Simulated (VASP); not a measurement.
# FeSi (P2_13) in VASP: further runs, part 2 of 2

VASP 6.6.1.

### Step 3. Relaxation of cell and atoms, PBE

This run uses another cell than the first one, of 10.98 Å³/atom.

Contents of INCAR:

```
PREC = Accurate
ENCUT = 600
EDIFF = 1E-6
ISMEAR = 0
SIGMA = 0.01
LREAL = False
LASPH = True
NELM = 100
ALGO = Normal
ISIF = 3
LWAVE = False
LCHARG = False
GGA = PE
IBRION = 2
NSW = 100
EDIFFG = -0.005
```

Contents of KPOINTS:

```
Automatic mesh
0
Gamma
  8 8 8
```

Contents of POSCAR:

```
FeSi
1.0
    4.4457756842      0.0000000000      0.0000000000
    0.0000000000      4.4457756842      0.0000000000
    0.0000000000      0.0000000000      4.4457756842
Fe Si
4 4
Direct
    0.1364570569      0.1364570569      0.1364570569
    0.3635429431      0.8635429431      0.6364570569
    0.6364570569      0.3635429431      0.8635429431
    0.8635429431      0.6364570569      0.3635429431
    0.8411355211      0.8411355211      0.8411355211
    0.6588644789      0.1588644789      0.3411355211
    0.3411355211      0.6588644789      0.1588644789
    0.1588644789      0.3411355211      0.6588644789
```

Potentials or basis: VASP PAW PBE potentials, release 64 (Fe, Si).

Launch:

```bash
$ cat potpaw_PBE.64/Fe/POTCAR potpaw_PBE.64/Si/POTCAR > POTCAR
$ mpirun -np 1 vasp_std > vasp.out
```

OUTCAR:

```text
PREC = Accurate
   ENCUT = 600
   EDIFF = 1E-6
   ISMEAR = 0
   LREAL = False
   LASPH = True
   NELM = 100
   ISIF = 3
   GGA = PE
   IBRION = 2
   NSW = 100
   EDIFFG = -0.005

 ion  position               nearest neighbor table
   1  0.136  0.136  0.136-   5 2.27   6 2.31   7 2.31   8 2.31   7 2.50   8 2.50   6 2.50   3 2.73
                             4 2.73   4 2.73   3 2.73   2 2.73   2 2.73
   2  0.364  0.864  0.636-   6 2.27   5 2.31   7 2.31   8 2.31   7 2.50   8 2.50   5 2.50   3 2.73
                             3 2.73   4 2.73   4 2.73   1 2.73   1 2.73
   3  0.636  0.364  0.864-   7 2.27   6 2.31   5 2.31   8 2.31   8 2.50   6 2.50   5 2.50   1 2.73
                             2 2.73   2 2.73   1 2.73   4 2.73   4 2.73
   4  0.864  0.636  0.364-   8 2.27   6 2.31   7 2.31   5 2.31   6 2.50   5 2.50   7 2.50   1 2.73
                             1 2.73   2 2.73   2 2.73   3 2.73   3 2.73
   5  0.841  0.841  0.841-   1 2.27   2 2.31   3 2.31   4 2.31   3 2.50   4 2.50   2 2.50   6 2.76
                             7 2.76   8 2.76   6 2.76   8 2.76   7 2.76
   6  0.659  0.159  0.341-   2 2.27   1 2.31   3 2.31   4 2.31   3 2.50   4 2.50   1 2.50   8 2.76
                             5 2.76   5 2.76   7 2.76   7 2.76   8 2.76
   7  0.341  0.659  0.159-   3 2.27   2 2.31   1 2.31   4 2.31   4 2.50   2 2.50   1 2.50   8 2.76
                             5 2.76   8 2.76   6 2.76   6 2.76   5 2.76
   8  0.159  0.341  0.659-   4 2.27   2 2.31   3 2.31   1 2.31   2 2.50   1 2.50   3 2.50   7 2.76
                             5 2.76   7 2.76   5 2.76   6 2.76   6 2.76

  LATTYP: Found a simple cubic cell.
 ALAT       =     4.4457756842

  Lattice vectors:

 A1 = (   4.4457756842,   0.0000000000,   0.0000000000)
 A2 = (   0.0000000000,   4.4457756842,   0.0000000000)
 A3 = (   0.0000000000,   0.0000000000,   4.4457756842)

Analysis of symmetry for initial positions (statically):
=====================================================================
 Subroutine PRICEL returns:
 Original cell was already a primitive cell.

 Routine SETGRP: Setting up the symmetry group for a
 simple cubic supercell.

 Subroutine GETGRP returns: Found 12 space group operations
 (whereof  3 operations were pure point group operations)
 out of a pool of 48 trial point group operations.
[... 155 lines left out ...]
   LHFCALC =     F    Hartree Fock is set to
   AEXX    =    0.0000 exact exchange contribution
   IVDW    =     0    specifies the selected vdW correction
   LEPSILON=     F    determine dielectric tensor
   LRPA    =     F    only Hartree local field effects (RPA)
 conjugate gradient relaxation of ions
 non-spin polarized calculation
 Gauss-broadening in eV      SIGMA  =   0.01
  energy-cutoff  :      600.00
  volume of cell :       87.87
 maximum number of plane-waves:      3016
   NGX = 17   NGY = 17   NGZ = 17

--------------------------------------- Ionic step        1  -------------------------------------------

 number of electron      48.0000019 magnetization

 Free energy of the ion-electron system (eV)
  ---------------------------------------------------
  ext. energy  EPLUGINS =         0.00000000
  ---------------------------------------------------
  free energy    TOTEN  =       -58.78074606 eV

  energy without entropy =      -58.78074606  energy(sigma->0) =      -58.78074606

------------------------ aborting loop because EDIFF is reached ----------------------------------------

  FORCE on cell =-STRESS in cart. coord.  units (eV):
  Direction    XX          YY          ZZ          XY          YZ          ZX
  --------------------------------------------------------------------------------------
  -------------------------------------------------------------------------------------
  Total        0.1738703      0.1738703      0.1738703      0.0000000      0.0000000      0.0000000
  in kB        3.1702496      3.1702496      3.1702496      0.0000000      0.0000000      0.0000000
  external PRESSURE =       3.1702496 kB  Pullay stress =       0.0000000 kB
[... 197 lines left out ...]
--------------------------------------- Ionic step        6  -------------------------------------------

 number of electron      48.0000018 magnetization

 Free energy of the ion-electron system (eV)
  ---------------------------------------------------
  ext. energy  EPLUGINS =         0.00000000
  ---------------------------------------------------
  free energy    TOTEN  =       -58.78110596 eV

  energy without entropy =      -58.78110596  energy(sigma->0) =      -58.78110596

 E-fermi :   9.8119     XC(G=0): -12.7978

 val. band max:        9.7187511606   @ k =  -0.1250   0.3750   0.0000
 cond. band min:       9.8784411188   @ k =   0.2500   0.2500   0.0000
 fundamental gap:      0.1596899582
 Fermi energy:         9.8118952513

 k-point     1 :       0.0000    0.0000    0.0000
  band No.  band energies     occupation
      1      -3.5204      2.00000
      2       1.8337      2.00000
      3       1.8337      2.00000
      4       1.8337      2.00000
      5       4.6697      2.00000
      6       4.6697      2.00000
[... 757 lines left out ...]
     28      11.8577      0.00000
     29      12.1542      0.00000

 [... further k-points ...]
[... 5 lines left out ...]
  --------------------------------------------------------------------------------------
  -------------------------------------------------------------------------------------
  Total       -0.0228572     -0.0228572     -0.0228572      0.0000000      0.0000000      0.0000000
  in kB       -0.4160079     -0.4160079     -0.4160079      0.0000000      0.0000000      0.0000000
  external PRESSURE =      -0.4160079 kB  Pullay stress =       0.0000000 kB
[... 23 lines left out ...]
  FREE ENERGIE OF THE ION-ELECTRON SYSTEM (eV)
  ---------------------------------------------------
  free  energy   TOTEN  =       -58.7811059625 eV

  energy  without entropy=      -58.7811059625  energy(sigma->0) =      -58.78110596

 reached required accuracy - stopping structural energy minimisation
```

Wall time 5.4 min (1 thread of Oxide Virtual Turin-like, shared host); peak memory 0.25 GiB.

What came out:

```yaml
Free_energy: -58.7811 eV
Relaxed_volume: 11.00 Å³/atom
Relaxed_cell: a = 4.448 Å, b = 4.448 Å, c = 4.448 Å, α = 90.00°, β = 90.00°, γ = 90.00°
Space_group_after_relaxing_to_0.1_Å: P2_13 (No. 198)
Energy_gained_by_relaxing: 0.0 meV/atom
Ionic_steps: 6
Pressure_after_relaxing: 0.0 GPa
Largest_force_after_relaxing: 0.004 eV/Å
Band_gap_on_the_k_mesh: 0.16 eV (least direct gap 0.17 eV)
```

Forces in eV/Å, atoms in the order of the input:
```
Fe  -0.002 -0.002 -0.002
Fe   0.002  0.002 -0.002
Fe  -0.002  0.002  0.002
Fe   0.002 -0.002  0.002
Si   0.002  0.002  0.002
Si  -0.002 -0.002  0.002
Si   0.002 -0.002 -0.002
Si  -0.002  0.002 -0.002
```

The path:
| step | energy change (eV) | largest force (eV/Å) | pressure (GPa) | volume (Å³) |
| --- | --- | --- | --- | --- |
| 1 | 0.0000 | 0.0417 | 0.32 | 87.87 |
| 2 | -0.0002 | 0.0146 | -0.40 | 88.15 |
| 3 | -0.0003 | 0.0247 | -0.11 | 88.04 |
| 4 | -0.0004 | 0.0053 | 0.01 | 88.00 |
| 5 | -0.0004 | 0.0052 | 0.04 | 88.00 |
| 6 | -0.0004 | 0.0035 | -0.04 | 88.03 |

Final structure:
```xyz
8
Lattice="4.4485 0.0000 0.0000 0.0000 4.4485 0.0000 0.0000 0.0000 4.4485" Properties=species:S:1:pos:R:3 pbc="T T T"
Fe    0.6068    0.6068    0.6068
Fe    1.6175    3.8417    2.8310
Fe    2.8310    1.6175    3.8417
Fe    3.8417    2.8310    1.6175
Si    3.7401    3.7401    3.7401
Si    2.9327    0.7084    1.5158
Si    1.5158    2.9327    0.7084
Si    0.7084    1.5158    2.9327
```

A k mesh can miss the band edges. Spin polarisation is off, so any magnetic state and its effect on volume and gap are missing.
